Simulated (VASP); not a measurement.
# Al (P-1) in VASP: relaxation of cell and atoms with PBE

Aim: the relaxation of cell and atoms of Al with PBE.

All numbers are computed with VASP 6.6.1; they aren't measurements. Logs are shortened: lines on timing, memory, paths and dates and some standing lists are left out, and cuts for length are marked.

**1. The cell of the first run**

The typed cell holds 2 atoms: a = 3.639 Å, b = 2.949 Å, c = 3.605 Å, α = 111.69°, β = 70.60°, γ = 109.28°.

**2. Relaxation of cell and atoms, PBE**

Input file INCAR:

```
SYSTEM = Al
PREC = Accurate ; ENCUT = 600
EDIFF = 1E-7 ; ISMEAR = 0
SIGMA = 0.1 ; LREAL = .FALSE.
LASPH = .TRUE. ; NELM = 100
ALGO = Normal ; ISIF = 3
LWAVE = .FALSE. ; LCHARG = .FALSE.
GGA = PE ; IBRION = 2
NSW = 90 ; EDIFFG = -0.04
```

Input file KPOINTS:

```
regular mesh
0
G
  6 6 6
  0 0 0
```

Input file POSCAR:

```
Al
1.0
    3.6388880045      0.0000000000      0.0000000000
   -0.9738588476      2.7840065805      0.0000000000
    1.1973649654     -0.9922347081      3.2518826423
Al
2
Direct
    0.6136090942      0.9649877147      0.5097193251
    0.9659637926      0.5112678705      0.6275106763
```

Potentials or basis: VASP PAW PBE potentials, release 64 (Al).

Launch:

```sh
cat potpaw_PBE.64/Al/POTCAR > POTCAR
mpirun -np 1 vasp_std > vasp.out
```

OUTCAR:

```text
SYSTEM = Al
   PREC = Accurate
   ENCUT = 600
   EDIFF = 1E-7
   ISMEAR = 0
   LREAL = .FALSE.
   LASPH = .TRUE.
   NELM = 100
   ISIF = 3
   GGA = PE
   IBRION = 2
   NSW = 90
   EDIFFG = -0.04

 ion  position               nearest neighbor table
   1  0.614  0.965  0.510-   2 1.71   2 2.28   2 2.35   2 2.97   2 3.11
   2  0.966  0.511  0.628-   1 1.71   1 2.28   1 2.35   1 2.97   1 3.11

  LATTYP: Found a triclinic cell.
 ALAT       =     3.6388880045
 B/A-ratio  =     1.4723024695
 C/A-ratio  =     2.4152207035
 COS(alpha) =     0.0008411326
 COS(beta)  =     0.6664117749
 COS(gamma) =     0.7209262808

  Lattice vectors:

 A1 = (  -3.6388880045,   0.0000000000,   0.0000000000)
 A2 = (  -3.8623941223,  -1.7917718724,  -3.2518826423)
 A3 = (  -5.8569049258,   0.7995371643,   6.5037652846)

Analysis of symmetry for initial positions (statically):
=====================================================================
 Subroutine PRICEL returns:
 Original cell was already a primitive cell.

 Routine SETGRP: Setting up the symmetry group for a
 triclinic supercell.

 Subroutine GETGRP returns: Found  2 space group operations
 (whereof  1 operations were pure point group operations)
 out of a pool of  2 trial point group operations.

The static configuration has the point symmetry C_1 .
 The point group associated with its full space group is S_2 .

Analysis of symmetry for dynamics (positions and initial velocities):
=====================================================================
 Subroutine PRICEL returns:
 Original cell was already a primitive cell.

 Routine SETGRP: Setting up the symmetry group for a
 triclinic supercell.

 Subroutine GETGRP returns: Found  2 space group operations
 (whereof  1 operations were pure point group operations)
 out of a pool of  2 trial point group operations.

The dynamic configuration has the point symmetry C_1 .
 The point group associated with its full space group is S_2 .

 Subroutine INISYM returns: Found  2 space group operations
 (whereof  1 operations are pure point group operations),
 and found     1 'primitive' translations

----------------------------------------------------------------------------------------

                                     Primitive cell

  volume of cell :      32.9438

  direct lattice vectors                    reciprocal lattice vectors
     3.638888005  0.000000000  0.000000000     0.274809227  0.096129585 -0.071854939
    -0.973858848  2.784006580  0.000000000     0.000000000  0.359194553  0.109599682
     1.197364965 -0.992234708  3.251882642     0.000000000  0.000000000  0.307514173

  length of vectors
     3.638888005  2.949422604  3.604573941     0.299873541  0.375543363  0.307514173

  position of ions in fractional coordinates (direct lattice)
     0.613609094  0.964987715  0.509719325
     0.965963793  0.511267870  0.627510676

  ion indices of the primitive-cell ions
   primitive index   ion index
                 1           1
                 2           2

----------------------------------------------------------------------------------------

 KPOINTS: regular mesh

Automatic generation of k-mesh.
 Grid dimensions read from file:
 generate k-points for:    6    6    6

 Generating k-lattice:

  Cartesian coordinates                     Fractional coordinates (reciprocal lattice)
     0.045801538  0.016021597 -0.011975823     0.166666667 -0.000000000  0.000000000
     0.000000000  0.059865759  0.018266614     0.000000000  0.166666667  0.000000000
     0.000000000  0.000000000  0.051252362     0.000000000  0.000000000  0.166666667

  Length of vectors
     0.049978924  0.062590560  0.051252362

  Shift w.r.t. Gamma in fractional coordinates (k-lattice)
     0.000000000  0.000000000  0.000000000

 Subroutine IBZKPT returns following result:
 ===========================================

 Found    112 irreducible k-points:

 Following reciprocal coordinates:
            Coordinates               Weight
  0.000000  0.000000  0.000000      1.000000
  0.166667 -0.000000  0.000000      2.000000
  0.333333  0.000000  0.000000      2.000000
  0.500000  0.000000 -0.000000      1.000000
  0.000000  0.166667  0.000000      2.000000
  0.166667  0.166667  0.000000      2.000000
[... 16 lines left out ...]
  0.333333  0.000000  0.166667      2.000000
  0.500000  0.000000  0.166667      2.000000
 [... further k-points ...]
   k-points           NKPTS =    112   k-points in BZ     NKDIM =    112   number of bands    NBANDS=      7
   number of dos      NEDOS =    301   number of ions     NIONS =      2
   total plane-waves  NPLWV =  21600
   dimension x,y,z NGX =    30 NGY =   24 NGZ =   30
   dimension x,y,z NGXF=    60 NGYF=   48 NGZF=   60
   ions per type =               2
   NGX,Y,Z   is equivalent  to a cutoff of  13.71, 13.53, 13.84 a.u.
   NGXF,Y,Z  is equivalent  to a cutoff of  27.41, 27.06, 27.67 a.u.
 SYSTEM =  Al
   PREC   = accura    normal or accurate (medium, high low for compatibility)
   ISTART =      0    job   : 0-new  1-cont  2-samecut
   ICHARG =      2    charge: 1-file 2-atom 10-const
   ISPIN  =      1    spin polarized calculation?
   LNONCOLLINEAR =      F non collinear calculations
   LSORBIT =      F    spin-orbit coupling
   LASPH  =      T    aspherical Exc in radial PAW
   ENCUT  =  600.0 eV  44.10 Ry    6.64 a.u.   7.27  5.89  7.20*2*pi/ulx,y,z
   NELM   =    100;   NELMIN=  2; NELMDL= -5     # of ELM steps
   EDIFF  = 0.1E-06   stopping-criterion for ELM
   LREAL  =      F    real-space projection
   EDIFFG = -.4E-01   stopping-criterion for IOM
   NSW    =     90    number of steps for IOM
   IBRION =      2    ionic relax: 0-MD 1-quasi-New 2-CG
   NFREE  =      1    steps in history (QN), initial steepest desc. (CG)
   ISIF   =      3    stress and relaxation
   ISYM   =      2    0-nonsym 1-usesym 2-fastsym
   POTIM  = 0.5000    time-step for ionic-motion
   TEBEG  =    0.0;   TEEND  =   0.0 temperature during run
   PSTRESS=    0.0 pullay stress
   NELECT =       6.0000    total number of electrons
   NUPDOWN=      -1.0000    fix difference up-down
   EMIN   =  10.00;   EMAX   =-10.00  energy-range for DOS
   EFERMI =   0.00;   METHOD = LEGACY
   ISMEAR =     0;   SIGMA  =   0.10  broadening in eV -4-tet -1-fermi 0-gaus
   EFERMI_NEDOS =   21; number of points for ismear=-14 and -15
   IALGO  =     38    algorithm
   IMIX   =      4    mixing-type and parameters
     AMIX     =   0.40;   BMIX     =  1.00
     AMIX_MAG =   1.60;   BMIX_MAG =  1.00
  volume/ion in A,a.u.               =      16.47       111.16
  Fermi-wavevector in a.u.,A,eV,Ry     =   0.927970  1.753609 11.716364  0.861128
  Thomas-Fermi vector in A             =   2.054097
   LORBIT       =      0    0 simple, 1 ext, 2 COOP (PROOUT), +10 PAW based schemes
   GGA     = PE    functional components
   LHFCALC =     F    Hartree Fock is set to
   AEXX    =    0.0000 exact exchange contribution
   IVDW    =     0    specifies the selected vdW correction
   LEPSILON=     F    determine dielectric tensor
   LRPA    =     F    only Hartree local field effects (RPA)
 conjugate gradient relaxation of ions
 non-spin polarized calculation
 Gauss-broadening in eV      SIGMA  =   0.10
  energy-cutoff  :      600.00
  volume of cell :       32.94
 maximum number of plane-waves:      1116
 NGX is ok and might be reduce to    30
   NGX = 15   NGY = 11   NGZ = 15

--------------------------------------- Ionic step        1  -------------------------------------------

 number of electron       6.0000000 magnetization

 Free energy of the ion-electron system (eV)
  ---------------------------------------------------
  ext. energy  EPLUGINS =         0.00000000
  ---------------------------------------------------
  free energy    TOTEN  =        -0.33394111 eV

  energy without entropy =       -0.32876183  energy(sigma->0) =       -0.33135147

------------------------ aborting loop because EDIFF is reached ----------------------------------------

  FORCE on cell =-STRESS in cart. coord.  units (eV):
  Direction    XX          YY          ZZ          XY          YZ          ZX
  --------------------------------------------------------------------------------------
  -------------------------------------------------------------------------------------
  Total       17.0645831     25.2526719      0.6536338     16.9125573      5.0910357      3.7556554
  in kB      829.9127852   1228.1293447     31.7885921    822.5192138    247.5955959    182.6511919
  external PRESSURE =     696.6102407 kB  Pullay stress =       0.0000000 kB
[... 581 lines left out ...]
 k-point    24 :       0.5000    0.0000    0.1667
  band No.  band energies     occupation
      1      -1.2528      2.00000
      2      -1.1382      2.00000
      3      10.3276      0.00000
      4      10.4237      0.00000
      5      13.6003      0.00000
      6      13.7939      0.00000
      7      15.6817      0.00000

 [... further k-points ...]

[... ionic steps 4 to 39 ...]

--------------------------------------- Ionic step       40  -------------------------------------------

 number of electron       6.0000000 magnetization

------------------------ aborting loop because EDIFF is reached ----------------------------------------

  FORCE on cell =-STRESS in cart. coord.  units (eV):
  Direction    XX          YY          ZZ          XY          YZ          ZX
  --------------------------------------------------------------------------------------
  -------------------------------------------------------------------------------------
  Total        0.0589729      0.0802577      0.0212157      0.0080851      0.0114490     -0.0588267
  in kB        2.8716234      3.9080600      1.0330769      0.3936942      0.5574960     -2.8645003
  external PRESSURE =       2.6042534 kB  Pullay stress =       0.0000000 kB
[... 57 lines left out ...]
  energy  without entropy=       -7.5652807576  energy(sigma->0) =       -7.56643956

--------------------------------------- Ionic step       42  -------------------------------------------

 number of electron       6.0000000 magnetization

 Free energy of the ion-electron system (eV)
  ---------------------------------------------------
  ext. energy  EPLUGINS =         0.00000000
  ---------------------------------------------------
  free energy    TOTEN  =        -7.56813854 eV

  energy without entropy =       -7.56552590  energy(sigma->0) =       -7.56683222

 E-fermi :   7.9611     XC(G=0): -10.1913

 val. band max:        7.9496941515   @ k =   0.3333   0.0000   0.0000
 cond. band min:       8.0174255017   @ k =  -0.1667   0.3333   0.0000
 fundamental gap:      0.0677313502
 Fermi energy:         7.9611310823

 k-point     1 :       0.0000    0.0000    0.0000
  band No.  band energies     occupation
      1      -3.1390      2.00000
      2       3.1675      2.00000
      3       3.2205      2.00000
      4      19.6709      0.00000
      5      19.8186      0.00000
      6      19.8442      0.00000
      7      20.0362      0.00000
[... 259 lines left out ...]
  FREE ENERGIE OF THE ION-ELECTRON SYSTEM (eV)
  ---------------------------------------------------
  free  energy   TOTEN  =        -7.5681385380 eV

  energy  without entropy=       -7.5655259021  energy(sigma->0) =       -7.56683222

 reached required accuracy - stopping structural energy minimisation
```

It took 4.8 min on 1 thread of Intel Xeon 6975P-C (Granite Rapids), shared host; peak memory 0.16 GiB.

What came out:

```
Free energy                            : -7.5681 eV
Relaxed volume                         : 16.52 Å³/atom
Relaxed cell                           : a = 5.046 Å, b = 2.826 Å, c = 2.837 Å, α = 120.50°, β = 89.71°, γ = 74.23°
Space group after relaxing (to 0.05 Å) : R-3m (No. 166)
Energy gained by relaxing              : 3617.1 meV/atom
Ionic steps                            : 42
Pressure after relaxing                : -0.1 GPa
Largest force after relaxing           : 0.029 eV/Å
Band gap on the k mesh                 : zero (band 3 reaches 10.76 eV, above the bottom of band 4 at 6.24 eV)
```

Forces on the atoms (eV/Å):
```
Al   0.028  0.004 -0.007
Al  -0.028 -0.004  0.007
```

The path:
| step | energy change (eV) | largest force (eV/Å) | pressure (GPa) | volume (Å³) |
| --- | --- | --- | --- | --- |
| 1 | 0.0000 | 17.9901 | 69.66 | 32.94 |
| 3 | 7.3120 | 37.2944 | 38.39 | 61.76 |
| 5 | -3.1662 | 5.1608 | 1.25 | 84.78 |
| 7 | -3.6185 | 1.2296 | -2.67 | 101.15 |
| 9 | -3.7218 | 1.3756 | -2.71 | 96.52 |
| 11 | -4.8439 | 1.7232 | -4.66 | 66.77 |
| 13 | -6.7771 | 0.8215 | 5.84 | 33.67 |
| 15 | -6.9172 | 0.3510 | 2.04 | 34.50 |
| 17 | -7.0259 | 0.1753 | -3.60 | 36.45 |
| 19 | -7.0503 | 0.2522 | 0.65 | 33.99 |
| 21 | -7.1277 | 0.1183 | -0.25 | 33.89 |
| 23 | -7.1608 | 0.1054 | 0.89 | 33.03 |
| 25 | -7.1827 | 0.1543 | -0.30 | 33.36 |
| 27 | -7.1846 | 0.1635 | -0.56 | 33.43 |
| 29 | -7.1945 | 0.1928 | -0.65 | 33.43 |
| 31 | -7.2108 | 0.1923 | 0.02 | 33.10 |
| 33 | -7.2207 | 0.1402 | 0.24 | 33.02 |
| 35 | -7.2240 | 0.1176 | -0.02 | 33.15 |
| 37 | -7.2278 | 0.0948 | -0.22 | 33.15 |
| 39 | -7.2319 | 0.0872 | 0.75 | 32.71 |
| 41 | -7.2337 | 0.0601 | -0.09 | 33.05 |
| 42 | -7.2342 | 0.0289 | -0.06 | 33.04 |

Final structure:
```cif
data_structure
_symmetry_space_group_name_H-M 'P 1'
_symmetry_Int_Tables_number 1
_cell_length_a 5.0457
_cell_length_b 2.8256
_cell_length_c 2.8373
_cell_angle_alpha 120.499
_cell_angle_beta 89.714
_cell_angle_gamma 74.227
_cell_volume 33.04
loop_
_atom_site_label
_atom_site_type_symbol
_atom_site_fract_x
_atom_site_fract_y
_atom_site_fract_z
_atom_site_occupancy
Al1 Al 0.53921 0.73724 0.31808 1
Al2 Al 0.04036 0.73901 0.81915 1
```

Caveat: the k points lie up to 0.45 Å⁻¹ apart in the final cell.
